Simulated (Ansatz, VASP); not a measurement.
## Two plane-wave programs on FeOsC6N6

```
Fe Os C N
1.0
     0.00000    5.09600    5.09600
     5.09600    0.00000    5.09600
     5.09600    5.09600    0.00000
Fe Os C N
1 1 6 6
Direct
  0.50000 0.50000 0.50000
  0.00000 0.00000 0.00000
  0.81397 0.18603 0.18603
  0.18603 0.81397 0.18603
  0.18603 0.18603 0.81397
  0.18603 0.81397 0.81397
  0.81397 0.18603 0.81397
  0.81397 0.81397 0.18603
  0.69918 0.30082 0.30082
  0.30082 0.69918 0.30082
  0.30082 0.30082 0.69918
  0.30082 0.69918 0.69918
  0.69918 0.30082 0.69918
  0.69918 0.69918 0.30082
```

Alike in both runs: task single point; functional PBE; k mesh 4 × 4 × 4; occupations gaussian, width 0.1 eV; collinear spin.

```csv
,VASP,Ansatz
version,VASP 6.6.1,Ansatz 0.2.0
potentials or method,"VASP PAW PBE potentials, release 64 (Fe, Os, C, N), cutoff 520 eV","scalar-relativistic, plane waves, PAW"
valence electrons in the cell,70,86
```

Ansatz gave:

| Item | Value |
| --- | --- |
| gap on the k mesh at the Fermi level (eV) | none |
| pressure (GPa) | 4.8 |
| rms of the force components (eV/Å) | 1.543 |
| net moment per atom (μB) | 0.14 |
| size of the moment on the site where the two differ most (μB) | 0.27 |

Task: What did VASP give for the same quantities?

Result: gap on the k mesh at the Fermi level (eV): none; pressure (GPa): 5.7; rms of the force components (eV/Å): 1.550; net moment per atom (μB): 0.14; size of the moment on the site where the two differ most (μB): 0.52.

Site moments also hang on the region over which each program counts them. Atom by atom the forces differ by 0.128 eV/Å (rms over components). A gap of «none» marks a metal or a gap that the smearing closes. VASP's potentials hold 70 valence electrons a cell and Ansatz's 86, so a difference there can come from the potentials and not from the codes.

Neither program's run includes spin-orbit coupling. Noted on VASP's run: the standard files for N, O and F lose accuracy on very short bonds.
